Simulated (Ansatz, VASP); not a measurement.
## CsCl: VASP beside Ansatz

The input INCAR:

```
PREC = Accurate
ENCUT = 500
EDIFF = 1E-6
ISMEAR = -1
SIGMA = 0.2
LREAL = False
LASPH = True
NELM = 120
ALGO = Normal
ISIF = 2
LWAVE = False
LCHARG = False
GGA = PE
NBANDS = 15
GGA_COMPAT = False
```

File KPOINTS:

```
Automatic mesh
0
Gamma
  4 4 4
```

POSCAR

```
CsCl
1.0
    4.1406758997      0.0000000000      0.0000000000
    0.0000000000      4.1406758997      0.0000000000
    0.0000000000      0.0000000000      4.1406758997
Cs Cl
1 1
Direct
    0.0000000000      0.0000000000      0.0000000000
    0.5000000000      0.5000000000      0.5000000000
```

Input for Ansatz:

```yaml
crystal:
  lattice:
    - [4.1406758997, 0.0, 0.0]
    - [0.0, 4.1406758997, 0.0]
    - [0.0, 0.0, 4.1406758997]
  atoms:
    - { symbol: Cs, position: [0.0, 0.0, 0.0] }
    - { symbol: Cl, position: [0.5, 0.5, 0.5] }
kpoints:
  mp_grid: { grid: [4, 4, 4] }
hamiltonian:
  xc: pbe
scf:
  occupations: { method: fermi_dirac, width: 0.2 }
  n_extra_bands: 4
output:
  forces: true
  stress: true
  eigenvalues: true
```

Alike in both runs: task single point; functional PBE; k mesh 4 × 4 × 4; occupations fermi-dirac, width 0.2 eV; no spin polarisation.

|  | VASP | Ansatz |
| --- | --- | --- |
| version | VASP 6.6.1 | Ansatz 0.2.0 |
| potentials or method | VASP PAW PBE potentials, release 64 (Cs_sv, Cl) | plane waves |
| plane-wave cutoff (eV) | 500 | 420 |
| valence electrons in the cell | 16 | 16 |

```csv
,VASP,Ansatz,Ansatz less VASP
pressure (GPa),0.8,0.8,-0.02
```

The functional is the same, so the differences come from potentials, cutoffs and numerics.

Neither program's run includes spin-orbit coupling.
